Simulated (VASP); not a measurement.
Here is a VASP 6.6.1 calculation.

Contents of POSCAR:

```
BaTiO3
1.0
    4.0587165717      0.0000000000      0.0000000000
    0.0000000000      4.0587165717      0.0000000000
    0.0000000000      0.0000000000      4.0587165717
Ba Ti O
1 1 3
Direct
    0.5000000000      0.5000000000      0.5000000000
    0.0000000000      0.0000000000      0.0000000000
    0.0000000000      0.0000000000      0.5000000000
    0.0000000000      0.5000000000      0.0000000000
    0.5000000000      0.0000000000      0.0000000000
```

File INCAR.step1:

```
SYSTEM = BaTiO3
PREC = Accurate
ENCUT = 520
ISMEAR = -1
SIGMA = 0.05
LREAL = .False.
LASPH = .True.
NELM = 80
NBANDS = 28
GGA = PE
ALGO = Normal
EDIFF = 1E-4
LWAVE = .True.
LCHARG = .False.
```

File INCAR.step2:

```
SYSTEM = BaTiO3
PREC = Accurate
ENCUT = 520
EDIFF = 1E-7
ISMEAR = -1
SIGMA = 0.05
LREAL = .False.
LASPH = .True.
NELM = 80
ALGO = Normal
ISIF = 2
LWAVE = .False.
LCHARG = .False.
METAGGA = R2SCAN
LMIXTAU = .True.
NBANDS = 28
ISTART = 1
```

The input KPOINTS:

```
Automatic mesh
0
Gamma
  7 7 7
  0 0 0
```

Potentials or basis: VASP PAW PBE potentials, release 64 (Ba_sv, Ti_sv, O).

Run with:

```bash
$ cat potpaw_PBE.64/Ba_sv/POTCAR potpaw_PBE.64/Ti_sv/POTCAR potpaw_PBE.64/O/POTCAR > POTCAR
$ cp INCAR.step1 INCAR
$ mpirun -np 1 vasp_std > vasp.out
$ cp INCAR.step2 INCAR
$ mpirun -np 1 vasp_std > vasp.out
```

Task: What does it give for the band gap on the k mesh?

Result: 2.09 eV, indirect (least direct gap 2.23 eV).

Task: What does it give for the pressure?

Result: -6.1 GPa.

Caveat: the PAW data sets were made with another functional, which shifts forces and pressure a little; spin-orbit coupling is left out, which moves the levels of the heavy elements. r2SCAN opens gaps a little over a GGA but as a rule still falls short of measured ones.
